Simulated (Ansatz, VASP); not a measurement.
## YB in VASP and in Ansatz

File INCAR:

```
  PREC = Accurate
  ENCUT = 520
  EDIFF = 1E-6
  ISMEAR = 0
  SIGMA = 0.05
  LREAL = False
  LASPH = True
  NELM = 100
  ALGO = Normal
  ISIF = 2
  LWAVE = False
  LCHARG = True
  GGA = PS
  LELF = True
  LVHAR = True
  NBANDS = 14
```

KPOINTS

```
Automatic mesh
0
Gamma
  10 10 10
```

Contents of POSCAR:

```
YB
1.0
    0.0000000000      2.6470820792      2.6470820792
    2.6470820792      0.0000000000      2.6470820792
    2.6470820792      2.6470820792      0.0000000000
Y B
1 1
Direct
    0.4773335325      0.5226664675      0.5226664675
    0.0000000000      0.0000000000      0.0000000000
```

Input for Ansatz:

```yaml
crystal:
  lattice:
    - [0.0, 2.6470820792, 2.6470820792]
    - [2.6470820792, 0.0, 2.6470820792]
    - [2.6470820792, 2.6470820792, 0.0]
  atoms:
    - { symbol: "Y", position: [0.4773335325, 0.5226664675, 0.5226664675] }
    - { symbol: B, position: [0.0, 0.0, 0.0] }
basis:
  ecutwfc: 420
  ecutrho_ratio: 4
kpoints:
  mp_grid: { grid: [10, 10, 10] }
hamiltonian:
  xc: pbesol
scf:
  occupations: { method: gaussian, width: 0.05 }
output:
  forces: true
  stress: true
  eigenvalues: true
```

Alike in both runs: task single point; functional PBEsol; k mesh 10 × 10 × 10; occupations gaussian, width 0.05 eV; no spin polarisation.

|  | VASP | Ansatz |
| --- | --- | --- |
| version | VASP 6.6.1 | Ansatz 0.2.0 |
| potentials or method | VASP PAW PBE potentials, release 64 (Y_sv, B), cutoff 520 eV | scalar-relativistic, plane waves, PAW |
| valence electrons in the cell | 14 | 14 |

Ansatz gave:

- gap on the k mesh at the Fermi level (eV): none
- pressure (GPa): 0.2
- traceless stress, the component that is largest in VASP (GPa): 0.92
- rms of the force components (eV/Å): 0.270

Question: Estimate VASP's values.

Answer: gap on the k mesh at the Fermi level (eV): none; pressure (GPa): 0.1; traceless stress, the component that is largest in VASP (GPa): 0.92; rms of the force components (eV/Å): 0.271.

VASP's potentials were made for PBE, not for PBEsol. Atom by atom the forces differ by 0.001 eV/Å (rms over components). A gap of «none» marks a metal or a gap that the smearing closes.
